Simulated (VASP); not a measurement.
# ZnNi3Sb2 (P-3m1) in VASP: single point with PBE

Aim: the single point of ZnNi3Sb2 with PBE.

Program: VASP 6.6.1. These are calculated values, not measurements. Logs are shortened: lines on timing, memory, paths and dates and some standing lists are left out, and cuts for length are marked.

## 1. The cell of the first run

Symmetry: P-3m1, No. 164, trigonal system. The conventional cell has a = 4.149 Å, b = 4.149 Å, c = 6.355 Å, α = 90.00°, β = 90.00°, γ = 120.00°. Within 3.5 Å of Sb (site symmetry 3m) lie 7 Ni at 2.61 to 2.71 Å and 3 Zn at 3.07 Å and 3 Sb at 3.47 Å. Zn (site symmetry -3m) has 8 Ni at 2.49 to 3.18 Å and 6 Sb at 3.07 Å within 3.3 Å. Ni (site symmetry 3m) has 3 Zn at 2.49 Å and 4 Sb at 2.61 to 2.69 Å and 3 Ni at 2.76 Å within 3.3 Å. Ni (site symmetry -3m) has 6 Sb at 2.71 Å and 2 Zn at 3.18 Å and 6 Ni at 3.45 Å within 3.6 Å.

## 2. Single point, PBE, collinear spin, ferromagnetic start

Contents of INCAR:

```
SYSTEM = ZnNi3Sb2
  PREC = Accurate
  ENCUT = 520
  EDIFF = 1E-7
  ISMEAR = -1
  SIGMA = 0.05
  LREAL = .FALSE.
  LASPH = .TRUE.
  NELM = 150
  ALGO = Normal
  ISIF = 2
  LWAVE = .FALSE.
  LCHARG = .FALSE.
  ISPIN = 2
  MAGMOM = 0 0 0 1 1 1
  LORBIT = 11
  LMAXMIX = 4
  GGA = PE
  NBANDS = 39
```

Contents of KPOINTS:

```
Automatic mesh
0
G
  7 7 4
  0 0 0
```

Contents of POSCAR:

```
ZnNi3Sb2
1.0
    4.1488584982      0.0000000000      0.0000000000
   -2.0744292491      3.5930168562      0.0000000000
    0.0000000000      0.0000000000      6.3554400000
Sb Zn Ni
2 1 3
Direct
    0.6666666667      0.3333333333      0.6979030000
    0.3333333333      0.6666666667      0.3020970000
    0.0000000000      0.0000000000      0.0000000000
    0.6666666667      0.3333333333      0.1083040000
    0.3333333333      0.6666666667      0.8916960000
    0.0000000000      0.0000000000      0.5000000000
```

Potentials or basis: VASP PAW PBE potentials, release 64 (Sb, Zn, Ni).

Launch:

```sh
$ cat potpaw_PBE.64/Sb/POTCAR potpaw_PBE.64/Zn/POTCAR potpaw_PBE.64/Ni/POTCAR > POTCAR
$ mpirun -np 1 vasp_std > vasp.out
```

OUTCAR:

```text
SYSTEM = ZnNi3Sb2
   PREC = Accurate
   ENCUT = 520
   EDIFF = 1E-7
   ISMEAR = -1
   LREAL = .FALSE.
   LASPH = .TRUE.
   NELM = 150
   ISIF = 2
   ISPIN = 2
   LORBIT = 11
   GGA = PE

 ion  position               nearest neighbor table
   1  0.667  0.333  0.698-   4 2.61   5 2.69   5 2.69   5 2.69   6 2.71   6 2.71   6 2.71   3 3.07
                             3 3.07   3 3.07   2 3.47   2 3.47   2 3.47
   2  0.333  0.667  0.302-   5 2.61   4 2.69   4 2.69   4 2.69   6 2.71   6 2.71   6 2.71   3 3.07
                             3 3.07   3 3.07   1 3.47   1 3.47   1 3.47
   3  0.000  0.000  0.000-   4 2.49   5 2.49   4 2.49   5 2.49   4 2.49   5 2.49   1 3.07   2 3.07
                             2 3.07   1 3.07   1 3.07   2 3.07
   4  0.667  0.333  0.108-   3 2.49   3 2.49   3 2.49   1 2.61   2 2.69   2 2.69   2 2.69   5 2.76
                             5 2.76   5 2.76
   5  0.333  0.667  0.892-   3 2.49   3 2.49   3 2.49   2 2.61   1 2.69   1 2.69   1 2.69   4 2.76
                             4 2.76   4 2.76
   6  0.000  0.000  0.500-   1 2.71   2 2.71   1 2.71   2 2.71   1 2.71   2 2.71

  LATTYP: Found a hexagonal cell.
 ALAT       =     4.1488584982
 C/A-ratio  =     1.5318526777

  Lattice vectors:

 A1 = (   4.1488584982,   0.0000000000,   0.0000000000)
 A2 = (  -2.0744292491,   3.5930168562,   0.0000000000)
 A3 = (   0.0000000000,   0.0000000000,   6.3554400000)

Analysis of symmetry for initial positions (statically):
=====================================================================
 Subroutine PRICEL returns:
 Original cell was already a primitive cell.

 Routine SETGRP: Setting up the symmetry group for a
 hexagonal supercell.

 Subroutine GETGRP returns: Found 12 space group operations
 (whereof 12 operations were pure point group operations)
 out of a pool of 24 trial point group operations.

The static configuration has the point symmetry D_3d.

Analysis of symmetry for dynamics (positions and initial velocities):
=====================================================================
 Subroutine PRICEL returns:
 Original cell was already a primitive cell.

 Routine SETGRP: Setting up the symmetry group for a
 hexagonal supercell.

 Subroutine GETGRP returns: Found 12 space group operations
 (whereof 12 operations were pure point group operations)
 out of a pool of 24 trial point group operations.

The dynamic configuration has the point symmetry D_3d.

Analysis of structural, dynamic, and magnetic symmetry:
=====================================================================
 Subroutine PRICEL returns:
 Original cell was already a primitive cell.

 Routine SETGRP: Setting up the symmetry group for a
 hexagonal supercell.

 Subroutine GETGRP returns: Found 12 space group operations
 (whereof 12 operations were pure point group operations)
 out of a pool of 24 trial point group operations.

The overall configuration has the point symmetry D_3d.

 Subroutine INISYM returns: Found 12 space group operations
 (whereof 12 operations are pure point group operations),
 and found     1 'primitive' translations

----------------------------------------------------------------------------------------

                                     Primitive cell

  volume of cell :      94.7400

  direct lattice vectors                    reciprocal lattice vectors
     4.148858498  0.000000000  0.000000000     0.241030153  0.139158824  0.000000000
    -2.074429249  3.593016856  0.000000000     0.000000000  0.278317648  0.000000000
     0.000000000  0.000000000  6.355440000     0.000000000  0.000000000  0.157345518

  length of vectors
     4.148858498  4.148858498  6.355440000     0.278317648  0.278317648  0.157345518

  position of ions in fractional coordinates (direct lattice)
     0.666666667  0.333333333  0.697903000
     0.333333333  0.666666667  0.302097000
     0.000000000  0.000000000  0.000000000
     0.666666667  0.333333333  0.108304000
     0.333333333  0.666666667  0.891696000
     0.000000000  0.000000000  0.500000000

  ion indices of the primitive-cell ions
   primitive index   ion index
                 1           1
                 2           2
                 3           3
                 4           4
                 5           5
                 6           6

----------------------------------------------------------------------------------------

 KPOINTS: Automatic mesh

Automatic generation of k-mesh.
 Grid dimensions read from file:
 generate k-points for:    7    7    4

 Generating k-lattice:

  Cartesian coordinates                     Fractional coordinates (reciprocal lattice)
     0.034432879  0.019879832  0.000000000     0.142857143  0.000000000  0.000000000
     0.000000000  0.039759664  0.000000000     0.000000000  0.142857143  0.000000000
     0.000000000  0.000000000  0.039336380     0.000000000  0.000000000  0.250000000

  Length of vectors
     0.039759664  0.039759664  0.039336380

  Shift w.r.t. Gamma in fractional coordinates (k-lattice)
     0.000000000  0.000000000  0.000000000

 Subroutine IBZKPT returns following result:
 ===========================================

 Found     28 irreducible k-points:

 Following reciprocal coordinates:
            Coordinates               Weight
  0.000000  0.000000  0.000000      1.000000
  0.142857  0.000000  0.000000      6.000000
  0.285714 -0.000000  0.000000      6.000000
  0.428571  0.000000  0.000000      6.000000
  0.142857  0.142857  0.000000      6.000000
  0.285714  0.142857  0.000000     12.000000
[... 16 lines left out ...]
  0.285714 -0.000000  0.500000      6.000000
  0.428571  0.000000  0.500000      6.000000
 [... further k-points ...]
   k-points           NKPTS =     28   k-points in BZ     NKDIM =     28   number of bands    NBANDS=     39
   number of dos      NEDOS =    301   number of ions     NIONS =      6
   total plane-waves  NPLWV =  49152
   dimension x,y,z NGX =    32 NGY =   32 NGZ =   48
   dimension x,y,z NGXF=    64 NGYF=   64 NGZF=   96
   ions per type =               2   1   3
   NGX,Y,Z   is equivalent  to a cutoff of  12.82, 12.82, 12.56 a.u.
   NGXF,Y,Z  is equivalent  to a cutoff of  25.64, 25.64, 25.11 a.u.
 SYSTEM =  ZnNi3Sb2
   PREC   = accura    normal or accurate (medium, high low for compatibility)
   ISTART =      0    job   : 0-new  1-cont  2-samecut
   ICHARG =      2    charge: 1-file 2-atom 10-const
   ISPIN  =      2    spin polarized calculation?
   LNONCOLLINEAR =      F non collinear calculations
   LSORBIT =      F    spin-orbit coupling
   LASPH  =      T    aspherical Exc in radial PAW
   ENCUT  =  520.0 eV  38.22 Ry    6.18 a.u.   7.71  7.71 11.82*2*pi/ulx,y,z
   NELM   =    150;   NELMIN=  2; NELMDL= -5     # of ELM steps
   EDIFF  = 0.1E-06   stopping-criterion for ELM
   LREAL  =      F    real-space projection
   EDIFFG = 0.1E-05   stopping-criterion for IOM
   NSW    =      0    number of steps for IOM
   IBRION =     -1    ionic relax: 0-MD 1-quasi-New 2-CG
   NFREE  =      0    steps in history (QN), initial steepest desc. (CG)
   ISIF   =      2    stress and relaxation
   ISYM   =      2    0-nonsym 1-usesym 2-fastsym
   POTIM  = 0.5000    time-step for ionic-motion
   TEBEG  =    0.0;   TEEND  =   0.0 temperature during run
   PSTRESS=    0.0 pullay stress
   NELECT =      52.0000    total number of electrons
   NUPDOWN=      -1.0000    fix difference up-down
   EMIN   =  10.00;   EMAX   =-10.00  energy-range for DOS
   EFERMI =   0.00;   METHOD = LEGACY
   ISMEAR =    -1;   SIGMA  =   0.05  broadening in eV -4-tet -1-fermi 0-gaus
   EFERMI_NEDOS =   21; number of points for ismear=-14 and -15
   IALGO  =     38    algorithm
   IMIX   =      4    mixing-type and parameters
     AMIX     =   0.40;   BMIX     =  1.00
     AMIX_MAG =   1.60;   BMIX_MAG =  1.00
  volume/ion in A,a.u.               =      15.79       106.56
  Fermi-wavevector in a.u.,A,eV,Ry     =   1.340391  2.532971 24.444874  1.796648
  Thomas-Fermi vector in A             =   2.468707
   LORBIT       =     11    0 simple, 1 ext, 2 COOP (PROOUT), +10 PAW based schemes
   GGA     = PE    functional components
   LHFCALC =     F    Hartree Fock is set to
   AEXX    =    0.0000 exact exchange contribution
   IVDW    =     0    specifies the selected vdW correction
   LEPSILON=     F    determine dielectric tensor
   LRPA    =     F    only Hartree local field effects (RPA)
 spin polarized calculation
  energy-cutoff  :      520.00
  volume of cell :       94.74
 maximum number of plane-waves:      2568
 NGX is ok and might be reduce to    32
   NGX = 15   NGY = 15   NGZ = 23

 number of electron      52.0000011 magnetization       0.0001846

 number of electron      52.0000011 magnetization      -0.0000725

 Free energy of the ion-electron system (eV)
  ---------------------------------------------------
  ext. energy  EPLUGINS =         0.00000000
  ---------------------------------------------------
  free energy    TOTEN  =       -26.10854439 eV

  energy without entropy =      -26.07859123  energy(sigma->0) =      -26.09356781

 E-fermi :   8.7986     XC(G=0): -11.7531

 val. band max:        8.7538645337   @ k =   0.2857   0.1429   0.2500
 cond. band min:       8.8006512181   @ k =   0.1429   0.1429   0.2500
 fundamental gap:      0.0467866843
 Fermi energy:         8.7986246260

 spin component 1

 k-point     1 :       0.0000    0.0000    0.0000
  band No.  band energies     occupation
      1      -3.5838      1.00000
      2      -0.9669      1.00000
      3       0.9901      1.00000
      4       1.4373      1.00000
      5       1.4373      1.00000
      6       1.5340      1.00000
[... 30 lines left out ...]
     37      15.2385      0.00000
     38      15.2386      0.00000

 k-point     2 :       0.1429    0.0000    0.0000
  band No.  band energies     occupation
      1      -3.3661      1.00000
      2      -0.8922      1.00000
      3       1.1307      1.00000
      4       1.4271      1.00000
      5       1.4578      1.00000
      6       1.5305      1.00000
[... 894 lines left out ...]
 k-point    24 :       0.4286    0.0000    0.5000
  band No.  band energies     occupation
      1      -1.5261      1.00000
      2      -1.1950      1.00000
      3       1.2375      1.00000
      4       1.5082      1.00000
      5       1.5397      1.00000
      6       1.5442      1.00000
[... 30 lines left out ...]
     37      18.3518      0.00000
     38      18.9339      0.00000

 [... further k-points ...]

 spin component 2

 k-point     1 :       0.0000    0.0000    0.0000
  band No.  band energies     occupation
      1      -3.5838      1.00000
      2      -0.9670      1.00000
      3       0.9900      1.00000
      4       1.4373      1.00000
      5       1.4373      1.00000
      6       1.5340      1.00000
[... 30 lines left out ...]
     37      15.2385      0.00000
     38      15.2385      0.00000

 k-point     2 :       0.1429    0.0000    0.0000
  band No.  band energies     occupation
      1      -3.3662      1.00000
      2      -0.8923      1.00000
      3       1.1307      1.00000
      4       1.4271      1.00000
      5       1.4578      1.00000
      6       1.5305      1.00000
[... 894 lines left out ...]
 k-point    24 :       0.4286    0.0000    0.5000
  band No.  band energies     occupation
      1      -1.5261      1.00000
      2      -1.1951      1.00000
      3       1.2375      1.00000
      4       1.5082      1.00000
      5       1.5397      1.00000
      6       1.5442      1.00000
[... 30 lines left out ...]
     37      18.3518      0.00000
     38      18.9339      0.00000

 [... further k-points ...]

 [bands above 38 left out]

------------------------ aborting loop because EDIFF is reached ----------------------------------------

  FORCE on cell =-STRESS in cart. coord.  units (eV):
  Direction    XX          YY          ZZ          XY          YZ          ZX
  --------------------------------------------------------------------------------------
  -------------------------------------------------------------------------------------
  Total        0.3580736      0.3580736      0.8587514      0.0000000      0.0000000      0.0000000
  in kB        6.0554918      6.0554918     14.5226051      0.0000000      0.0000000      0.0000000
  external PRESSURE =       8.8778629 kB  Pullay stress =       0.0000000 kB

 VOLUME and BASIS-vectors are now :
 -----------------------------------------------------------------------------
  energy-cutoff  :      520.00
  volume of cell :       94.74
      direct lattice vectors                 reciprocal lattice vectors
     4.148858498  0.000000000  0.000000000     0.241030153  0.139158824  0.000000000
    -2.074429249  3.593016856  0.000000000     0.000000000  0.278317648  0.000000000
     0.000000000  0.000000000  6.355440000     0.000000000  0.000000000  0.157345518

 POSITION                                       TOTAL-FORCE (eV/Angst)
 -----------------------------------------------------------------------------------
      2.07443      1.19767      4.43548         0.000000      0.000000      0.018253
     -0.00000      2.39534      1.91996         0.000000      0.000000     -0.018253
      0.00000      0.00000      0.00000         0.000000      0.000000      0.000000
      2.07443      1.19767      0.68832         0.000000     -0.000000     -0.012436
     -0.00000      2.39534      5.66712        -0.000000      0.000000      0.012436
      0.00000      0.00000      3.17772         0.000000      0.000000      0.000000
 -----------------------------------------------------------------------------------
    total drift:                               -0.000000      0.000000      0.000000

  FREE ENERGIE OF THE ION-ELECTRON SYSTEM (eV)
  ---------------------------------------------------
  free  energy   TOTEN  =       -26.1085443949 eV

  energy  without entropy=      -26.0785912255  energy(sigma->0) =      -26.09356781

 total charge

# of ion       s       p       d       tot
------------------------------------------
    1        1.147   1.191   0.074   2.412
    2        1.147   1.191   0.074   2.412
    3        0.604   0.487   9.763  10.853
    4        0.420   0.403   8.487   9.310
    5        0.420   0.403   8.487   9.310
    6        0.402   0.324   8.461   9.187
--------------------------------------------------
tot          4.139   3.998  35.348  43.485

 magnetization (x)

# of ion       s       p       d       tot
------------------------------------------
    1        0.000  -0.000  -0.000  -0.000
    2        0.000  -0.000  -0.000  -0.000
    3       -0.000  -0.000   0.000  -0.000
    4       -0.000  -0.000   0.000   0.000
    5       -0.000  -0.000   0.000   0.000
    6        0.000   0.000   0.000   0.000
--------------------------------------------------
tot          0.000  -0.000   0.000   0.000
```

Wall time 4.7 min (1 thread of Intel Xeon Platinum 8488C (Sapphire Rapids), shared host); peak memory 0.35 GiB.

What came out:

```
Free energy                                           : -26.1085 eV
Pressure                                              : 0.9 GPa
Largest force                                         : 0.018 eV/Å
Band gap on the k mesh                                : zero (filled and empty bands overlap)
Net moment                                            : 0.00 μB per cell
Valence electrons inside the program's atomic spheres : Sb 2.41; Zn 10.85; Ni 9.31, 9.19 (each value once)
```

Forces in eV/Å, atoms in the order of the input:
```
Sb   0.000  0.000  0.018
Sb   0.000  0.000 -0.018
Zn   0.000  0.000  0.000
Ni   0.000  0.000 -0.012
Ni   0.000  0.000  0.012
Ni   0.000  0.000  0.000
```

Stress tensor (GPa, compression positive):
```
0.61 0.00 0.00
0.00 0.61 0.00
0.00 0.00 1.45
```

Levels at points of the mesh, in eV from the Fermi level:
Spin up:
```
           k point  band 22  band 23  band 24  band 25  band 26  band 27  band 28  band 29  band 30  band 31
(0.00, 0.00, 0.00)    -1.30    -1.30     0.71     1.30     1.30     1.47     1.47     1.63     3.35     3.90
(0.00, 0.00, 0.50)    -1.06    -1.06     0.18     1.00     1.00     2.12     2.12     2.46     2.87     3.61
```
Spin down:
| k point | band 24 | band 25 | band 26 | band 27 | band 28 | band 29 |
| --- | --- | --- | --- | --- | --- | --- |
| (0.00, 0.00, 0.00) | 0.71 | 1.30 | 1.30 | 1.47 | 1.47 | 1.63 |
| (0.00, 0.00, 0.50) | 0.18 | 1.00 | 1.00 | 2.12 | 2.12 | 2.46 |

Caveat: the moments typed at the start vanished in this run; spin-orbit coupling is left out, which moves the levels of the heavy elements.

The gap in the log of VASP goes by the Fermi energy; the results here count the filled bands.